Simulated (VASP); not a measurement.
Here is a VASP 6.6.1 calculation.

The input POSCAR:

```
Ru
1.0
   -1.3366421112      1.3366421112      1.8912881955
    1.3366421112     -1.3366421112      1.8912881955
    1.3366421112      1.3366421112     -1.8912881955
Ru
1
Direct
    0.0000000000      0.0000000000      0.0000000000
```

The input INCAR.step1:

```
PREC = Accurate
ENCUT = 660
ISMEAR = 0
SIGMA = 0.1
LREAL = False
LASPH = True
NELM = 120
NBANDS = 14
GGA = PE
ALGO = Normal
EDIFF = 1E-5
LWAVE = True
LCHARG = False
GGA_COMPAT = False
```

File INCAR.step2:

```
PREC = Accurate
ENCUT = 660
EDIFF = 1E-6
ISMEAR = 0
SIGMA = 0.1
LREAL = False
LASPH = True
NELM = 120
ALGO = Normal
ISIF = 2
LWAVE = False
LCHARG = True
METAGGA = R2SCAN
LMIXTAU = True
LELF = True
LVHAR = True
NBANDS = 14
ISTART = 1
GGA_COMPAT = False
```

KPOINTS

```
Automatic mesh
0
Gamma
  8 8 8
```

Potentials or basis: VASP PAW PBE potentials, release 64 (Ru_sv).

Run with:

```bash
$ cat potpaw_PBE.64/Ru_sv/POTCAR > POTCAR
$ cp INCAR.step1 INCAR
$ mpirun -np 1 vasp_std > vasp.out
$ cp INCAR.step2 INCAR
$ mpirun -np 1 vasp_std > vasp.out
```

Q: Predict the band gap on the k mesh.

A: Zero (band 8 reaches 17.43 eV, above the bottom of band 9 at 14.13 eV).

Q: Estimate the pressure.

A: 0.1 GPa.

Stress tensor (GPa, compression positive):
```
 0.11  0.00  0.00
 0.00  0.11  0.00
 0.00  0.00 -0.05
```

Caveat: the k points lie up to 0.42 Å⁻¹ apart; the PAW data sets were made with another functional, which shifts forces and pressure a little.
